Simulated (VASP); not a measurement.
# Au (I4/mmm) in VASP: a series of runs, part 2 of 2

VASP 6.6.1. The steps go on from the part before.

## (3) Single point, r2SCAN (strain +0.000 along x and y, -0.050 along z)

POSCAR

```
Au
1.0
   -1.6572690000      1.6572690000      1.5744055500
    1.6572690000     -1.6572690000      1.5744055500
    1.6572690000      1.6572690000     -1.5744055500
Au
1
Direct
    0.0000000000      0.0000000000      0.0000000000
```

INCAR.step1

```
ALGO     = Normal         # electronic algorithm
EDIFF    = 1E-4           # SCF threshold, eV
ENCUT    = 520            # plane-wave cutoff, eV
GGA      = PE             # functional
ISMEAR   = 0              # smearing method
LASPH    = T              # aspherical terms in the spheres
LCHARG   = F              # write CHGCAR
LREAL    = F              # projectors in reciprocal space
LWAVE    = T              # write WAVECAR
NBANDS   = 12             # bands
NELM     = 100            # most SCF steps
PREC     = Accurate       # precision mode
SIGMA    = 0.15           # smearing width, eV
```

INCAR.step2

```
ALGO     = Normal         # electronic algorithm
EDIFF    = 1E-6           # SCF threshold, eV
ENCUT    = 520            # plane-wave cutoff, eV
ISIF     = 2              # what is computed and relaxed
ISMEAR   = 0              # smearing method
ISTART   = 1            
LASPH    = T              # aspherical terms in the spheres
LCHARG   = F              # write CHGCAR
LMIXTAU  = T            
LREAL    = F              # projectors in reciprocal space
LWAVE    = F              # write WAVECAR
METAGGA  = R2SCAN         # meta-GGA
NBANDS   = 12             # bands
NELM     = 100            # most SCF steps
PREC     = Accurate       # precision mode
SIGMA    = 0.15           # smearing width, eV
```

KPOINTS

```
k-points
0
Gamma
  20 20 20
```

Potentials or basis: VASP PAW PBE potentials, release 64 (Au).

Command:

```bash
$ cat potpaw_PBE.64/Au/POTCAR > POTCAR
$ cp INCAR.step1 INCAR
$ mpirun -np 1 vasp_std > vasp.out
$ cp INCAR.step2 INCAR
$ mpirun -np 1 vasp_std > vasp.out
```

OUTCAR:

```text
EDIFF = 1E-6
   ENCUT = 520
   ISIF = 2
   ISMEAR = 0
   ISTART = 1
   LASPH = T
   LREAL = F
   METAGGA = R2SCAN
   NELM = 100
   PREC = Accurate

 ion  position               nearest neighbor table
   1  0.000  0.000  0.000-

  LATTYP: Found a body centered tetragonal cell.
 ALAT       =     3.3145380000
 C/A-ratio  =     0.9500000000

  Lattice vectors:

 A1 = (  -1.6572690000,   1.6572690000,   1.5744055500)
 A2 = (   1.6572690000,  -1.6572690000,   1.5744055500)
 A3 = (   1.6572690000,   1.6572690000,  -1.5744055500)

Analysis of symmetry for initial positions (statically):
=====================================================================
 Subroutine PRICEL returns:
 Original cell was already a primitive cell.

 Routine SETGRP: Setting up the symmetry group for a
 body centered tetragonal supercell.

 Subroutine GETGRP returns: Found 16 space group operations
 (whereof 16 operations were pure point group operations)
 out of a pool of 16 trial point group operations.

The static configuration has the point symmetry D_4h.

Analysis of symmetry for dynamics (positions and initial velocities):
=====================================================================
 Subroutine PRICEL returns:
 Original cell was already a primitive cell.

 Routine SETGRP: Setting up the symmetry group for a
 body centered tetragonal supercell.

 Subroutine GETGRP returns: Found 16 space group operations
 (whereof 16 operations were pure point group operations)
 out of a pool of 16 trial point group operations.

The dynamic configuration has the point symmetry D_4h.

 Subroutine INISYM returns: Found 16 space group operations
 (whereof 16 operations are pure point group operations),
 and found     1 'primitive' translations

----------------------------------------------------------------------------------------

                                     Primitive cell

  volume of cell :      17.2967
[... 109 lines left out ...]
  Fermi-wavevector in a.u.,A,eV,Ry     =   1.407834  2.660421 26.966709  1.981997
  Thomas-Fermi vector in A             =   2.530053
   LORBIT       =      0    0 simple, 1 ext, 2 COOP (PROOUT), +10 PAW based schemes
   METAGGA = R2SCAN    functional components
   LHFCALC =     F    Hartree Fock is set to
   AEXX    =    0.0000 exact exchange contribution
   IVDW    =     0    specifies the selected vdW correction
   LEPSILON=     F    determine dielectric tensor
   LRPA    =     F    only Hartree local field effects (RPA)
 non-spin polarized calculation
 Gauss-broadening in eV      SIGMA  =   0.15
  energy-cutoff  :      520.00
  volume of cell :       17.30
 maximum number of plane-waves:       482
 NGX is ok and might be reduce to    24
   NGX = 11   NGY = 11   NGZ = 11

 number of electron      11.0000000 magnetization

 Free energy of the ion-electron system (eV)
  ---------------------------------------------------
  ext. energy  EPLUGINS =         0.00000000
  ---------------------------------------------------
  free energy    TOTEN  =       -50.57370378 eV

  energy without entropy =      -50.57038720  energy(sigma->0) =      -50.57204549

 E-fermi :   9.1781     XC(G=0): -13.5211

 val. band max:        9.1536134257   @ k =  -0.0500   0.5000   0.0500
 cond. band min:       9.1951001711   @ k =   0.5000   0.3500   0.0500
 fundamental gap:      0.0414867454
 Fermi energy:         9.1781100514

 k-point     1 :       0.0000    0.0000    0.0000
  band No.  band energies     occupation
      1      -0.8328      2.00000
      2       3.8041      2.00000
      3       4.1516      2.00000
      4       4.1516      2.00000
      5       5.7278      2.00000
      6       6.1372      2.00000
      7      26.1808      0.00000
      8      26.1808      0.00000
      9      27.1934      0.00000
     10      33.5580      0.00000
     11      33.5580      0.00000
     12      35.1127      0.00000
[... 331 lines left out ...]
 k-point    24 :      -0.3500    0.0500    0.0000
  band No.  band energies     occupation
      1       1.7364      2.00000
      2       3.1306      2.00000
      3       4.9065      2.00000
      4       5.8251      2.00000
      5       6.0742      2.00000
      6       6.5595      2.00000
      7      18.7085      0.00000
      8      23.3146      0.00000
      9      25.2192      0.00000
     10      30.0138      0.00000
     11      30.9102      0.00000
     12      34.0882      0.00000

 [... further k-points ...]
[... 5 lines left out ...]
  --------------------------------------------------------------------------------------
  -------------------------------------------------------------------------------------
  Total        0.3384647      0.3384647      0.2819423      0.0000000     -0.0000000      0.0000000
  in kB       31.3517228     31.3517228     26.1160899      0.0000000     -0.0000000      0.0000000
  external PRESSURE =      29.6065118 kB  Pullay stress =       0.0000000 kB

 VOLUME and BASIS-vectors are now :
 -----------------------------------------------------------------------------
  energy-cutoff  :      520.00
  volume of cell :       17.30
      direct lattice vectors                 reciprocal lattice vectors
    -1.657269000  1.657269000  1.574405550     0.000000000  0.301701172  0.317580181
     1.657269000 -1.657269000  1.574405550     0.301701172  0.000000000  0.317580181
     1.657269000  1.657269000 -1.574405550     0.301701172  0.301701172  0.000000000

 POSITION                                       TOTAL-FORCE (eV/Angst)
 -----------------------------------------------------------------------------------
      0.00000      0.00000      0.00000         0.000000      0.000000     -0.000000
 -----------------------------------------------------------------------------------
    total drift:                               -0.000000      0.000000      0.000000

  FREE ENERGIE OF THE ION-ELECTRON SYSTEM (eV)
  ---------------------------------------------------
  free  energy   TOTEN  =       -50.5737037771 eV

  energy  without entropy=      -50.5703872042  energy(sigma->0) =      -50.57204549
```

OUTCAR.step1:

```text
EDIFF = 1E-4
   ENCUT = 520
   GGA = PE
   ISMEAR = 0
   LASPH = T
[... 577 lines left out ...]

 POSITION                                       TOTAL-FORCE (eV/Angst)
 -----------------------------------------------------------------------------------
      0.00000      0.00000      0.00000         0.000000      0.000000      0.000000
 -----------------------------------------------------------------------------------
    total drift:                                0.000000      0.000000     -0.000000

  FREE ENERGIE OF THE ION-ELECTRON SYSTEM (eV)
  ---------------------------------------------------
  free  energy   TOTEN  =        -3.1898942255 eV

  energy  without entropy=       -3.1869303330  energy(sigma->0) =       -3.18841228
```

It took 4.5 min on 1 thread of Intel Xeon 6975P-C (Granite Rapids), shared host; peak memory 0.25 GiB.

What came out:

```yaml
Free_energy: -50.5737 eV
Pressure: 3.0 GPa
```

Stress tensor (GPa, compression positive):
```
3.14 0.00 0.00
0.00 3.14 0.00
0.00 0.00 2.61
```

Caveat: the cell differs from its parent crystal (strain +0.000 along x and y, -0.050 along z); the PAW data sets were made with another functional, which shifts forces and pressure a little; spin-orbit coupling is left out, which moves the levels of the heavy elements.

## (4) Single point, r2SCAN (strain -0.025 along x and y, +0.000 along z)

POSCAR

```
Au
1.0
   -1.6158372750      1.6158372750      1.6572690000
    1.6158372750     -1.6158372750      1.6572690000
    1.6158372750      1.6158372750     -1.6572690000
Au
1
Direct
    0.0000000000      0.0000000000      0.0000000000
```

INCAR.step1

```
PREC     = Accurate       # precision mode
ENCUT    = 520            # plane-wave cutoff, eV
ISMEAR   = 0              # smearing method
SIGMA    = 0.15           # smearing width, eV
LREAL    = F              # projectors in reciprocal space
LASPH    = T              # aspherical terms in the spheres
NELM     = 80             # most SCF steps
NBANDS   = 12             # bands
GGA      = PE             # functional
ALGO     = Normal         # electronic algorithm
EDIFF    = 1E-4           # SCF threshold, eV
LWAVE    = T              # write WAVECAR
LCHARG   = F              # write CHGCAR
```

INCAR.step2

```
PREC     = Accurate       # precision mode
ENCUT    = 520            # plane-wave cutoff, eV
EDIFF    = 1E-6           # SCF threshold, eV
ISMEAR   = 0              # smearing method
SIGMA    = 0.15           # smearing width, eV
LREAL    = F              # projectors in reciprocal space
LASPH    = T              # aspherical terms in the spheres
NELM     = 80             # most SCF steps
ALGO     = Normal         # electronic algorithm
ISIF     = 2              # what is computed and relaxed
LWAVE    = F              # write WAVECAR
LCHARG   = T              # write CHGCAR
METAGGA  = R2SCAN         # meta-GGA
LMIXTAU  = T            
LELF     = T              # ELF
LVHAR    = T            
NBANDS   = 12             # bands
ISTART   = 1
```

KPOINTS

```
Automatic mesh
0
Gamma
  20 20 20
```

Command:

```bash
$ cat potpaw_PBE.64/Au/POTCAR > POTCAR
$ cp INCAR.step1 INCAR
$ mpirun -np 1 vasp_std > vasp.out
$ cp INCAR.step2 INCAR
$ mpirun -np 1 vasp_std > vasp.out
```

It took 4.7 min on 1 thread of Intel Xeon 6975P-C (Granite Rapids), shared host; peak memory 0.25 GiB.

Results (log left out):

```yaml
Free_energy: -50.5735 eV
Pressure: 2.8 GPa
```

Levels at points of the mesh, in eV from the Fermi level:
| k point | band 4 | band 5 | band 6 | band 7 | band 8 | band 9 |
| --- | --- | --- | --- | --- | --- | --- |
| (0.00, 0.00, 0.00) | -5.02 | -3.30 | -3.11 | 17.06 | 17.51 | 17.51 |
| (0.50, 0.00, 0.00) | -3.02 | -1.64 | -0.52 | 3.47 | 13.16 | 14.55 |
| (0.50, 0.50, 0.00) | -2.95 | -1.60 | -0.37 | 3.69 | 12.79 | 13.95 |
| (0.50, 0.50, 0.50) | -1.99 | -1.99 | 6.08 | 6.83 | 6.83 | 9.87 |

Caveat: the cell differs from its parent crystal (strain -0.025 along x and y, +0.000 along z); the PAW data sets were made with another functional, which shifts forces and pressure a little; spin-orbit coupling is left out, which moves the levels of the heavy elements.

## (5) Single point, r2SCAN (strain +0.000 along x and y, -0.025 along z)

POSCAR

```
Au
1.0
   -1.6572690000      1.6572690000      1.6158372750
    1.6572690000     -1.6572690000      1.6158372750
    1.6572690000      1.6572690000     -1.6158372750
Au
1
Direct
    0.0000000000      0.0000000000      0.0000000000
```

INCAR.step1

```
  PREC = Accurate
  ENCUT = 520
  ISMEAR = 0
  SIGMA = 0.15
  LREAL = F
  LASPH = T
  NELM = 100
  NBANDS = 12
  GGA = PE
  ALGO = Normal
  EDIFF = 1E-4
  LWAVE = T
  LCHARG = F
```

INCAR.step2

```
  PREC = Accurate
  ENCUT = 520
  EDIFF = 1E-6
  ISMEAR = 0
  SIGMA = 0.15
  LREAL = F
  LASPH = T
  NELM = 100
  ALGO = Normal
  ISIF = 2
  LWAVE = F
  LCHARG = F
  METAGGA = R2SCAN
  LMIXTAU = T
  NBANDS = 12
  ISTART = 1
```

KPOINTS

```
regular mesh
0
Gamma
  20 20 20
```

Command:

```bash
$ cat potpaw_PBE.64/Au/POTCAR > POTCAR
$ cp INCAR.step1 INCAR
$ mpirun -np 1 vasp_std > vasp.out
$ cp INCAR.step2 INCAR
$ mpirun -np 1 vasp_std > vasp.out
```

Wall time 4.5 min (1 thread of Intel Xeon 6975P-C (Granite Rapids), shared host); peak memory 0.25 GiB.

The run converged. Its results:

| Quantity | Value |
| --- | --- |
| Free energy | -50.5759 eV |
| Pressure | -1.1 GPa |

Levels at points of the mesh, in eV from the Fermi level:
| k point | band 4 | band 5 | band 6 | band 7 | band 8 | band 9 |
| --- | --- | --- | --- | --- | --- | --- |
| (0.00, 0.00, 0.00) | -4.95 | -3.25 | -3.06 | 17.17 | 17.17 | 17.65 |
| (0.50, 0.00, 0.00) | -2.91 | -1.64 | -0.32 | 3.45 | 12.87 | 13.95 |
| (0.50, 0.50, 0.00) | -3.03 | -1.67 | -0.46 | 3.23 | 13.25 | 14.54 |
| (0.50, 0.50, 0.50) | -2.03 | -1.97 | 6.28 | 6.28 | 7.04 | 9.54 |

Caveat: the cell differs from its parent crystal (strain +0.000 along x and y, -0.025 along z); the PAW data sets were made with another functional, which shifts forces and pressure a little; spin-orbit coupling is left out, which moves the levels of the heavy elements.

## (6) The runs side by side

| cell | gap on the mesh (eV) | pressure (GPa) |
| --- | --- | --- |
| a = 2.751 Å, angles 110.2, 110.2, 108.1°, 1 atom | none | 19.2 |
| a = 2.823 Å, angles 108.1, 108.1, 112.2°, 1 atom | none | 3.0 |
| a = 2.823 Å, angles 110.2, 110.2, 108.1°, 1 atom | none | 2.8 |
| a = 2.847 Å, angles 108.8, 108.8, 110.8°, 1 atom | none | -1.1 |

Alike in all rows: task single point; level r2SCAN; potentials or basis VASP PAW PBE potentials, release 64 (Au); no spin polarisation; k mesh 20 × 20 × 20; cutoff (eV) 520; smearing gaussian 0.15 eV.

Caveats: the PAW data sets were made with another functional, which shifts forces and pressure a little; spin-orbit coupling is left out, which moves the levels of the heavy elements.

Total energies depend on the potentials used, so only differences within one code and one set of settings carry meaning.
